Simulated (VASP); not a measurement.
# TiO2 (P4_2/mnm) in VASP: single point with PBE+U

Aim: the single point of TiO2 with PBE+U.

Program: VASP 6.6.1. These are calculated values, not measurements. Logs are shortened: lines on timing, memory, paths and dates and some standing lists are left out, and cuts for length are marked.

### 1 The cell of the first run

Symmetry: P4_2/mnm, No. 136, tetragonal system. The conventional cell has a = 4.592 Å, b = 4.592 Å, c = 2.957 Å, α = 90.00°, β = 90.00°, γ = 90.00°. Ti (site symmetry mmm) has 6 O at 1.95 to 1.98 Å within 2.6 Å. O (site symmetry m2m) has 3 Ti at 1.95 to 1.98 Å and 1 O at 2.53 Å within 2.6 Å.

### 2 Single point, PBE+U, collinear spin

INCAR

```
SYSTEM = TiO2
ALGO = Normal
EDIFF = 1E-6
ENCUT = 520
GGA = PE
ISIF = 2
ISMEAR = 0
ISPIN = 2
LASPH = .True.
LCHARG = .True.
LDAU = .True.
LDAUJ = 0 0
LDAUL = 2 -1
LDAUPRINT = 1
LDAUTYPE = 2
LDAUU = 4 0
LELF = .True.
LMAXMIX = 4
LORBIT = 11
LREAL = .False.
LVHAR = .True.
LWAVE = .False.
MAGMOM = 1 1 0 0 0 0
NBANDS = 37
NELM = 150
PREC = Accurate
SIGMA = 0.1
```

KPOINTS

```
k-points
0
Gamma
  4 4 6
  0 0 0
```

POSCAR

```
TiO2
1.0
    4.5922000000      0.0000000000      0.0000000000
    0.0000000000      4.5922000000      0.0000000000
    0.0000000000      0.0000000000      2.9574000000
Ti O
2 4
Direct
    0.0000000000      0.0000000000      0.0000000000
    0.5000000000      0.5000000000      0.5000000000
    0.3049600000      0.3049600000      0.0000000000
    0.1950400000      0.8049600000      0.5000000000
    0.6950400000      0.6950400000      0.0000000000
    0.8049600000      0.1950400000      0.5000000000
```

Potentials or basis: VASP PAW PBE potentials, release 64 (Ti_sv, O).

Run with:

```bash
$ cat potpaw_PBE.64/Ti_sv/POTCAR potpaw_PBE.64/O/POTCAR > POTCAR
$ mpirun -np 1 vasp_std > vasp.out
```

OUTCAR:

```text
SYSTEM = TiO2
   EDIFF = 1E-6
   ENCUT = 520
   GGA = PE
   ISIF = 2
   ISMEAR = 0
   ISPIN = 2
   LASPH = .True.
   LORBIT = 11
   LREAL = .False.
   NELM = 150
   PREC = Accurate

 ion  position               nearest neighbor table
   1  0.000  0.000  0.000-   4 1.95   6 1.95   4 1.95   6 1.95   5 1.98   3 1.98
   2  0.500  0.500  0.500-   3 1.95   5 1.95   3 1.95   5 1.95   4 1.98   6 1.98
   3  0.305  0.305  0.000-   2 1.95   2 1.95   1 1.98
   4  0.195  0.805  0.500-   1 1.95   1 1.95   2 1.98
   5  0.695  0.695  0.000-   2 1.95   2 1.95   1 1.98
   6  0.805  0.195  0.500-   1 1.95   1 1.95   2 1.98

  LATTYP: Found a simple tetragonal cell.
 ALAT       =     4.5922000000
 C/A-ratio  =     0.6440050520

  Lattice vectors:

 A1 = (   4.5922000000,   0.0000000000,   0.0000000000)
 A2 = (   0.0000000000,   4.5922000000,   0.0000000000)
 A3 = (   0.0000000000,   0.0000000000,   2.9574000000)

Analysis of symmetry for initial positions (statically):
=====================================================================
 Subroutine PRICEL returns:
 Original cell was already a primitive cell.

 Routine SETGRP: Setting up the symmetry group for a
 simple tetragonal supercell.

 Subroutine GETGRP returns: Found 16 space group operations
 (whereof  8 operations were pure point group operations)
 out of a pool of 16 trial point group operations.

The static configuration has the point symmetry D_2h.
 The point group associated with its full space group is D_4h.

Analysis of symmetry for dynamics (positions and initial velocities):
=====================================================================
 Subroutine PRICEL returns:
 Original cell was already a primitive cell.

 Routine SETGRP: Setting up the symmetry group for a
 simple tetragonal supercell.

 Subroutine GETGRP returns: Found 16 space group operations
 (whereof  8 operations were pure point group operations)
 out of a pool of 16 trial point group operations.

The dynamic configuration has the point symmetry D_2h.
 The point group associated with its full space group is D_4h.

Analysis of structural, dynamic, and magnetic symmetry:
=====================================================================
 Subroutine PRICEL returns:
 Original cell was already a primitive cell.

 Routine SETGRP: Setting up the symmetry group for a
 simple tetragonal supercell.

 Subroutine GETGRP returns: Found 16 space group operations
 (whereof  8 operations were pure point group operations)
 out of a pool of 16 trial point group operations.

The overall configuration has the point symmetry D_2h.
 The point group associated with its full space group is D_4h.

 Subroutine INISYM returns: Found 16 space group operations
 (whereof  8 operations are pure point group operations),
 and found     1 'primitive' translations

----------------------------------------------------------------------------------------

                                     Primitive cell

  volume of cell :      62.3665

  direct lattice vectors                    reciprocal lattice vectors
     4.592200000  0.000000000  0.000000000     0.217760550  0.000000000  0.000000000
     0.000000000  4.592200000  0.000000000     0.000000000  0.217760550  0.000000000
     0.000000000  0.000000000  2.957400000     0.000000000  0.000000000  0.338134848

[... 161 lines left out ...]
  o =  0.0999  v =  0.0000  0.0000  0.0000  0.0000  0.0000 -0.0000 -0.0000 -0.0000 -0.0000  1.0000      0.0000  0.0000  0.0000  0.0000  0.0000  0.0000  0.0000  0.0000  0.0000  0.0000
  o =  0.0999  v = -0.0000  0.0000 -0.0000  0.0000  1.0000  0.0000  0.0000  0.0000  0.0000  0.0000      0.0000  0.0000  0.0000  0.0000  0.0000  0.0000  0.0000  0.0000  0.0000  0.0000
  o =  0.2464  v =  0.0000  0.0000  0.0000  0.0000  0.0000 -0.8331 -0.0000  0.5531  0.0000 -0.0000      0.0000  0.0000  0.0000  0.0000  0.0000  0.0000  0.0000  0.0000  0.0000  0.0000
  o =  0.2464  v = -0.8331  0.0000  0.5531  0.0000 -0.0000  0.0000  0.0000  0.0000  0.0000  0.0000      0.0000  0.0000  0.0000  0.0000  0.0000  0.0000  0.0000  0.0000  0.0000  0.0000
  o =  0.2748  v =  0.0000  0.0000  0.0000  0.0000  0.0000 -0.0000  0.7071  0.0000 -0.7071 -0.0000      0.0000  0.0000  0.0000  0.0000  0.0000  0.0000  0.0000  0.0000  0.0000  0.0000
  o =  0.2748  v =  0.0000  0.7071 -0.0000 -0.7071  0.0000  0.0000  0.0000  0.0000  0.0000  0.0000      0.0000  0.0000  0.0000  0.0000  0.0000  0.0000  0.0000  0.0000  0.0000  0.0000

atom =   2  type =  1  l = 2

 onsite density matrix

spin component  1

  0.1960  0.0000  0.0760  0.0000 -0.0000
  0.0000  0.1869  0.0000  0.0879  0.0000
  0.0760  0.0000  0.1320  0.0000  0.0000
  0.0000  0.0879  0.0000  0.1869  0.0000
 -0.0000  0.0000  0.0000  0.0000  0.0999

spin component  2

  0.1960  0.0000  0.0760  0.0000 -0.0000
  0.0000  0.1869  0.0000  0.0879  0.0000
  0.0760  0.0000  0.1320  0.0000  0.0000
  0.0000  0.0879  0.0000  0.1869  0.0000
 -0.0000  0.0000  0.0000  0.0000  0.0999

 occupancies and eigenvectors

  o =  0.0815  v =  0.0000  0.0000  0.0000  0.0000  0.0000 -0.5531 -0.0000  0.8331  0.0000 -0.0000      0.0000  0.0000  0.0000  0.0000  0.0000  0.0000  0.0000  0.0000  0.0000  0.0000
  o =  0.0815  v = -0.5531  0.0000  0.8331  0.0000 -0.0000  0.0000  0.0000  0.0000  0.0000  0.0000      0.0000  0.0000  0.0000  0.0000  0.0000  0.0000  0.0000  0.0000  0.0000  0.0000
  o =  0.0990  v =  0.0000  0.0000  0.0000  0.0000  0.0000  0.0000  0.7071  0.0000 -0.7071 -0.0000      0.0000  0.0000  0.0000  0.0000  0.0000  0.0000  0.0000  0.0000  0.0000  0.0000
  o =  0.0990  v = -0.0000 -0.7071  0.0000  0.7071  0.0000  0.0000  0.0000  0.0000  0.0000  0.0000      0.0000  0.0000  0.0000  0.0000  0.0000  0.0000  0.0000  0.0000  0.0000  0.0000
  o =  0.0999  v =  0.0000  0.0000  0.0000  0.0000  0.0000 -0.0000  0.0000  0.0000  0.0000  1.0000      0.0000  0.0000  0.0000  0.0000  0.0000  0.0000  0.0000  0.0000  0.0000  0.0000
  o =  0.0999  v = -0.0000  0.0000  0.0000 -0.0000  1.0000  0.0000  0.0000  0.0000  0.0000  0.0000      0.0000  0.0000  0.0000  0.0000  0.0000  0.0000  0.0000  0.0000  0.0000  0.0000
  o =  0.2464  v =  0.0000  0.0000  0.0000  0.0000  0.0000 -0.8331 -0.0000 -0.5531  0.0000 -0.0000      0.0000  0.0000  0.0000  0.0000  0.0000  0.0000  0.0000  0.0000  0.0000  0.0000
  o =  0.2464  v = -0.8331  0.0000 -0.5531  0.0000 -0.0000  0.0000  0.0000  0.0000  0.0000  0.0000      0.0000  0.0000  0.0000  0.0000  0.0000  0.0000  0.0000  0.0000  0.0000  0.0000
  o =  0.2748  v =  0.0000  0.0000  0.0000  0.0000  0.0000  0.0000 -0.7071  0.0000 -0.7071  0.0000      0.0000  0.0000  0.0000  0.0000  0.0000  0.0000  0.0000  0.0000  0.0000  0.0000
  o =  0.2748  v =  0.0000  0.7071  0.0000  0.7071  0.0000  0.0000  0.0000  0.0000  0.0000  0.0000      0.0000  0.0000  0.0000  0.0000  0.0000  0.0000  0.0000  0.0000  0.0000  0.0000

 number of electron      48.0000022 magnetization       0.0000070

 Free energy of the ion-electron system (eV)
  ---------------------------------------------------
  ext. energy  EPLUGINS =         0.00000000
  ---------------------------------------------------
  free energy    TOTEN  =       -48.31457290 eV

  energy without entropy =      -48.31457290  energy(sigma->0) =      -48.31457290

 E-fermi :   5.7307     XC(G=0): -11.4295

 val. band max:        5.1664482651   @ k =   0.0000   0.0000   0.0000
 cond. band min:       7.5588538078   @ k =   0.5000   0.5000   0.0000
 fundamental gap:      2.3924055427
 Fermi energy:         5.7306852267

 spin component 1

 k-point     1 :       0.0000    0.0000    0.0000
  band No.  band energies     occupation
      1     -52.7865      1.00000
      2     -52.7704      1.00000
      3     -29.0402      1.00000
      4     -29.0402      1.00000
      5     -28.8899      1.00000
      6     -28.8899      1.00000
[... 925 lines left out ...]
     35      16.6408      0.00000
     36      16.6408      0.00000
 Fermi energy:         5.7306852267

 spin component 2

 k-point     1 :       0.0000    0.0000    0.0000
  band No.  band energies     occupation
      1     -52.7866      1.00000
      2     -52.7705      1.00000
      3     -29.0403      1.00000
      4     -29.0403      1.00000
      5     -28.8899      1.00000
      6     -28.8899      1.00000
[... 925 lines left out ...]
     35      16.6408      0.00000
     36      16.6408      0.00000
 [bands above 36 left out]

------------------------ aborting loop because EDIFF is reached ----------------------------------------

  FORCE on cell =-STRESS in cart. coord.  units (eV):
  Direction    XX          YY          ZZ          XY          YZ          ZX
  --------------------------------------------------------------------------------------
  -------------------------------------------------------------------------------------
  Total        4.6555892      4.6555892      6.5238828      0.0000000      0.0000000      0.0000000
  in kB      119.6006603    119.6006603    167.5965496      0.0000000      0.0000000      0.0000000
  external PRESSURE =     135.5992901 kB  Pullay stress =       0.0000000 kB

 VOLUME and BASIS-vectors are now :
 -----------------------------------------------------------------------------
  energy-cutoff  :      520.00
  volume of cell :       62.37
      direct lattice vectors                 reciprocal lattice vectors
     4.592200000  0.000000000  0.000000000     0.217760550  0.000000000  0.000000000
     0.000000000  4.592200000  0.000000000     0.000000000  0.217760550  0.000000000
     0.000000000  0.000000000  2.957400000     0.000000000  0.000000000  0.338134848

 POSITION                                       TOTAL-FORCE (eV/Angst)
 -----------------------------------------------------------------------------------
      0.00000      0.00000      0.00000        -0.000000     -0.000000     -0.000000
      2.29610      2.29610      1.47870        -0.000000     -0.000000     -0.000000
      1.40044      1.40044      0.00000        -0.177874     -0.177874      0.000000
      0.89566      3.69654      1.47870         0.177874     -0.177874     -0.000000
      3.19176      3.19176      0.00000         0.177874      0.177874     -0.000000
      3.69654      0.89566      1.47870        -0.177874      0.177874     -0.000000
 -----------------------------------------------------------------------------------
    total drift:                                0.000000      0.000000     -0.000000

  FREE ENERGIE OF THE ION-ELECTRON SYSTEM (eV)
  ---------------------------------------------------
  free  energy   TOTEN  =       -48.3145728956 eV

  energy  without entropy=      -48.3145728956  energy(sigma->0) =      -48.31457290

 total charge

# of ion       s       p       d       tot
------------------------------------------
    1        2.234   6.320   1.576  10.130
    2        2.234   6.320   1.576  10.130
    3        1.571   3.535   0.000   5.105
    4        1.571   3.535   0.000   5.105
    5        1.571   3.535   0.000   5.105
    6        1.571   3.535   0.000   5.105
--------------------------------------------------
tot         10.750  26.779   3.151  40.680

 magnetization (x)

# of ion       s       p       d       tot
------------------------------------------
    1       -0.000  -0.000  -0.000  -0.000
    2       -0.000  -0.000  -0.000  -0.000
    3        0.000   0.000   0.000   0.000
    4        0.000   0.000   0.000   0.000
    5        0.000   0.000   0.000   0.000
    6        0.000   0.000   0.000   0.000
--------------------------------------------------
tot         -0.000   0.000  -0.000  -0.000
```

Run time: 2.8 min. Hardware: 1 thread of Intel Xeon 8259CL, shared host; peak memory 0.24 GiB.

What came out:

- Free energy: -48.3146 eV
- Pressure: 13.6 GPa
- Largest force: 0.252 eV/Å
- Band gap on the k mesh: 2.39 eV
- Net moment: 0.00 μB per cell
- Valence electrons inside the program's atomic spheres: Ti 10.13; O 5.11

Forces in eV/Å, atoms in the order of the input:
```
Ti   0.000  0.000  0.000
Ti   0.000  0.000  0.000
O   -0.178 -0.178  0.000
O    0.178 -0.178  0.000
O    0.178  0.178  0.000
O   -0.178  0.178  0.000
```

Stress tensor (GPa, compression positive):
```
11.96  0.00  0.00
 0.00 11.96  0.00
 0.00  0.00 16.76
```

Eigenvalues of the final occupation matrices:
```tsv
site	spin	trace	eigenvalues
site 1 d	1	0.80	0.08 0.10 0.10 0.25 0.27
site 1 d	2	0.80	0.08 0.10 0.10 0.25 0.27
site 2 d	1	0.80	0.08 0.10 0.10 0.25 0.27
site 2 d	2	0.80	0.08 0.10 0.10 0.25 0.27
```

Caveat: the cell stands under pressure. A k mesh can miss the band edges.
